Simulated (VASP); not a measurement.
# Mg (Fm-3m) in VASP: notebook, part 2 of 2

VASP 6.6.1.

**4. Single point, PBE (volume scaled by 1.04)**

INCAR reads:

```
SYSTEM = Mg
PREC = Accurate ; ENCUT = 520
EDIFF = 1E-6 ; ISMEAR = -1
SIGMA = 0.03 ; LREAL = .FALSE.
LASPH = .TRUE. ; NELM = 60
ALGO = Normal ; ISIF = 2
LWAVE = .FALSE. ; LCHARG = .FALSE.
GGA = PE ; NBANDS = 7
```

KPOINTS reads:

```
Automatic mesh
0
G
  16 16 16
  0 0 0
```

POSCAR reads:

```
Mg
1.0
    0.0000000000      2.2737890710      2.2737890710
    2.2737890710      0.0000000000      2.2737890710
    2.2737890710      2.2737890710      0.0000000000
Mg
1
Direct
    0.0000000000      0.0000000000      0.0000000000
```

Potentials or basis: VASP PAW PBE potentials, release 64 (Mg).

Command:

```
> cat potpaw_PBE.64/Mg/POTCAR > POTCAR
> mpirun -np 1 vasp_std > vasp.out
```

OUTCAR:

```text
SYSTEM = Mg
   PREC = Accurate
   ENCUT = 520
   EDIFF = 1E-6
   ISMEAR = -1
   LREAL = .FALSE.
   LASPH = .TRUE.
   NELM = 60
   ISIF = 2
   GGA = PE

 ion  position               nearest neighbor table
   1  0.000  0.000  0.000-

  LATTYP: Found a face centered cubic cell.
 ALAT       =     4.5475781420

  Lattice vectors:

 A1 = (   0.0000000000,   2.2737890710,   2.2737890710)
 A2 = (   2.2737890710,   0.0000000000,   2.2737890710)
 A3 = (   2.2737890710,   2.2737890710,   0.0000000000)

Analysis of symmetry for initial positions (statically):
=====================================================================
 Subroutine PRICEL returns:
 Original cell was already a primitive cell.

 Routine SETGRP: Setting up the symmetry group for a
 face centered cubic supercell.

 Subroutine GETGRP returns: Found 48 space group operations
 (whereof 48 operations were pure point group operations)
 out of a pool of 48 trial point group operations.

The static configuration has the point symmetry O_h .

Analysis of symmetry for dynamics (positions and initial velocities):
=====================================================================
 Subroutine PRICEL returns:
 Original cell was already a primitive cell.

 Routine SETGRP: Setting up the symmetry group for a
 face centered cubic supercell.

 Subroutine GETGRP returns: Found 48 space group operations
 (whereof 48 operations were pure point group operations)
 out of a pool of 48 trial point group operations.

The dynamic configuration has the point symmetry O_h .

 Subroutine INISYM returns: Found 48 space group operations
 (whereof 48 operations are pure point group operations),
 and found     1 'primitive' translations

----------------------------------------------------------------------------------------

                                     Primitive cell

  volume of cell :      23.5115

  direct lattice vectors                    reciprocal lattice vectors
     0.000000000  2.273789071  2.273789071    -0.219897266  0.219897266  0.219897266
     2.273789071  0.000000000  2.273789071     0.219897266 -0.219897266  0.219897266
     2.273789071  2.273789071  0.000000000     0.219897266  0.219897266 -0.219897266

  length of vectors
     3.215623342  3.215623342  3.215623342     0.380873237  0.380873237  0.380873237

  position of ions in fractional coordinates (direct lattice)
     0.000000000  0.000000000  0.000000000

  ion indices of the primitive-cell ions
   primitive index   ion index
                 1           1

----------------------------------------------------------------------------------------

 KPOINTS: Automatic mesh

Automatic generation of k-mesh.
 Grid dimensions read from file:
 generate k-points for:   16   16   16

 Generating k-lattice:

  Cartesian coordinates                     Fractional coordinates (reciprocal lattice)
    -0.013743579  0.013743579  0.013743579     0.062500000  0.000000000  0.000000000
     0.013743579 -0.013743579  0.013743579     0.000000000  0.062500000  0.000000000
     0.013743579  0.013743579 -0.013743579     0.000000000  0.000000000  0.062500000

  Length of vectors
     0.023804577  0.023804577  0.023804577

  Shift w.r.t. Gamma in fractional coordinates (k-lattice)
     0.000000000  0.000000000  0.000000000

 Subroutine IBZKPT returns following result:
 ===========================================

 Found    145 irreducible k-points:

 Following reciprocal coordinates:
            Coordinates               Weight
  0.000000  0.000000  0.000000      1.000000
  0.062500  0.000000  0.000000      8.000000
  0.125000  0.000000  0.000000      8.000000
  0.187500  0.000000  0.000000      8.000000
  0.250000  0.000000  0.000000      8.000000
  0.312500  0.000000  0.000000      8.000000
[... 16 lines left out ...]
 -0.125000  0.062500  0.000000     24.000000
 -0.062500  0.062500  0.000000     12.000000
 [... further k-points ...]
   k-points           NKPTS =    145   k-points in BZ     NKDIM =    145   number of bands    NBANDS=      7
   number of dos      NEDOS =    301   number of ions     NIONS =      1
   total plane-waves  NPLWV =  13824
   dimension x,y,z NGX =    24 NGY =   24 NGZ =   24
   dimension x,y,z NGXF=    48 NGYF=   48 NGZF=   48
   ions per type =               1
   NGX,Y,Z   is equivalent  to a cutoff of  12.41, 12.41, 12.41 a.u.
   NGXF,Y,Z  is equivalent  to a cutoff of  24.82, 24.82, 24.82 a.u.
 SYSTEM =  Mg
   PREC   = accura    normal or accurate (medium, high low for compatibility)
   ISTART =      0    job   : 0-new  1-cont  2-samecut
   ICHARG =      2    charge: 1-file 2-atom 10-const
   ISPIN  =      1    spin polarized calculation?
   LNONCOLLINEAR =      F non collinear calculations
   LSORBIT =      F    spin-orbit coupling
   LASPH  =      T    aspherical Exc in radial PAW
   ENCUT  =  520.0 eV  38.22 Ry    6.18 a.u.   5.98  5.98  5.98*2*pi/ulx,y,z
   NELM   =     60;   NELMIN=  2; NELMDL= -5     # of ELM steps
   EDIFF  = 0.1E-05   stopping-criterion for ELM
   LREAL  =      F    real-space projection
   EDIFFG = 0.1E-04   stopping-criterion for IOM
   NSW    =      0    number of steps for IOM
   IBRION =     -1    ionic relax: 0-MD 1-quasi-New 2-CG
   NFREE  =      0    steps in history (QN), initial steepest desc. (CG)
   ISIF   =      2    stress and relaxation
   ISYM   =      2    0-nonsym 1-usesym 2-fastsym
   POTIM  = 0.5000    time-step for ionic-motion
   TEBEG  =    0.0;   TEEND  =   0.0 temperature during run
   PSTRESS=    0.0 pullay stress
   NELECT =       2.0000    total number of electrons
   NUPDOWN=      -1.0000    fix difference up-down
   EMIN   =  10.00;   EMAX   =-10.00  energy-range for DOS
   EFERMI =   0.00;   METHOD = LEGACY
   ISMEAR =    -1;   SIGMA  =   0.03  broadening in eV -4-tet -1-fermi 0-gaus
   EFERMI_NEDOS =   21; number of points for ismear=-14 and -15
   IALGO  =     38    algorithm
   IMIX   =      4    mixing-type and parameters
     AMIX     =   0.40;   BMIX     =  1.00
     AMIX_MAG =   1.60;   BMIX_MAG =  1.00
  volume/ion in A,a.u.               =      23.51       158.66
  Fermi-wavevector in a.u.,A,eV,Ry     =   0.719987  1.360578  7.053006  0.518381
  Thomas-Fermi vector in A             =   1.809323
   LORBIT       =      0    0 simple, 1 ext, 2 COOP (PROOUT), +10 PAW based schemes
   GGA     = PE    functional components
[... 5 lines left out ...]
 non-spin polarized calculation
  energy-cutoff  :      520.00
  volume of cell :       23.51
 maximum number of plane-waves:       648
   NGX = 11   NGY = 11   NGZ = 11

 number of electron       2.0000000 magnetization

 Free energy of the ion-electron system (eV)
  ---------------------------------------------------
  ext. energy  EPLUGINS =         0.00000000
  ---------------------------------------------------
  free energy    TOTEN  =        -1.49138085 eV

  energy without entropy =       -1.48965435  energy(sigma->0) =       -1.49051760

 E-fermi :   2.4855     XC(G=0):  -8.4181

 val. band max:        2.4418363570   @ k =  -0.3750   0.1875   0.0625
 cond. band min:       2.4932826358   @ k =  -0.3750   0.4375   0.1250
 fundamental gap:      0.0514462788
 Fermi energy:         2.4854972966

 k-point     1 :       0.0000    0.0000    0.0000
  band No.  band energies     occupation
      1      -4.3200      2.00000
      2      14.7109      0.00000
      3      14.7109      0.00000
      4      14.7109      0.00000
      5      16.5172      0.00000
      6      16.5172      0.00000
      7      16.5172      0.00000

 k-point     2 :       0.0625    0.0000    0.0000
  band No.  band energies     occupation
      1      -4.2345      2.00000
      2      13.3173      0.00000
      3      14.4951      0.00000
      4      14.4951      0.00000
      5      16.5908      0.00000
      6      16.8775      0.00000
      7      16.8775      0.00000
[... 201 lines left out ...]
 k-point    23 :      -0.1250    0.0625    0.0000
  band No.  band energies     occupation
      1      -3.7798      2.00000
      2      10.6205      0.00000
      3      12.4917      0.00000
      4      14.9221      0.00000
      5      16.8389      0.00000
      6      17.2279      0.00000
      7      17.5328      0.00000

 k-point    24 :      -0.0625    0.0625    0.0000
  band No.  band energies     occupation
      1      -4.0922      2.00000
      2      12.4111      0.00000
      3      13.1872      0.00000
      4      14.9324      0.00000
      5      16.6852      0.00000
      6      16.9073      0.00000
      7      17.5139      0.00000

 [... further k-points ...]

------------------------ aborting loop because EDIFF is reached ----------------------------------------

  FORCE on cell =-STRESS in cart. coord.  units (eV):
  Direction    XX          YY          ZZ          XY          YZ          ZX
  --------------------------------------------------------------------------------------
  -------------------------------------------------------------------------------------
  Total       -0.0999553     -0.0999553     -0.0999553     -0.0000000      0.0000000     -0.0000000
  in kB       -6.8113940     -6.8113940     -6.8113940     -0.0000000      0.0000000     -0.0000000
  external PRESSURE =      -6.8113940 kB  Pullay stress =       0.0000000 kB

 VOLUME and BASIS-vectors are now :
 -----------------------------------------------------------------------------
  energy-cutoff  :      520.00
  volume of cell :       23.51
      direct lattice vectors                 reciprocal lattice vectors
     0.000000000  2.273789071  2.273789071    -0.219897266  0.219897266  0.219897266
     2.273789071  0.000000000  2.273789071     0.219897266 -0.219897266  0.219897266
     2.273789071  2.273789071  0.000000000     0.219897266  0.219897266 -0.219897266

 POSITION                                       TOTAL-FORCE (eV/Angst)
 -----------------------------------------------------------------------------------
      0.00000      0.00000      0.00000         0.000000      0.000000      0.000000
 -----------------------------------------------------------------------------------
    total drift:                               -0.000000      0.000000      0.000000

  FREE ENERGIE OF THE ION-ELECTRON SYSTEM (eV)
  ---------------------------------------------------
  free  energy   TOTEN  =        -1.4913808468 eV

  energy  without entropy=       -1.4896543520  energy(sigma->0) =       -1.49051760
```

Run time: 4.9 s. Hardware: 1 thread of Intel Xeon 6975P-C (Granite Rapids), shared host; peak memory 0.15 GiB.

What came out:

| Quantity | Value |
| --- | --- |
| Free energy | -1.4914 eV |
| Pressure | -0.7 GPa |
| Band gap on the k mesh | zero (band 1 reaches 3.93 eV, above the bottom of band 2 at 1.21 eV) |

**5. The runs side by side**

| cell | gap on the mesh (eV) | pressure (GPa) |
| --- | --- | --- |
| a = 3.163 Å, angles 60.0°, 1 atom | none | 1.1 |
| a = 3.195 Å, angles 60.0°, 1 atom | none | 0.0 |
| a = 3.216 Å, angles 60.0°, 1 atom | none | -0.7 |

Alike in all rows: task single point; level PBE; potentials or basis VASP PAW PBE potentials, release 64 (Mg); no spin polarisation; k mesh 16 × 16 × 16; cutoff (eV) 520; smearing fermi-dirac 0.03 eV.

Absolute energies hang on the potentials; compare differences alone.
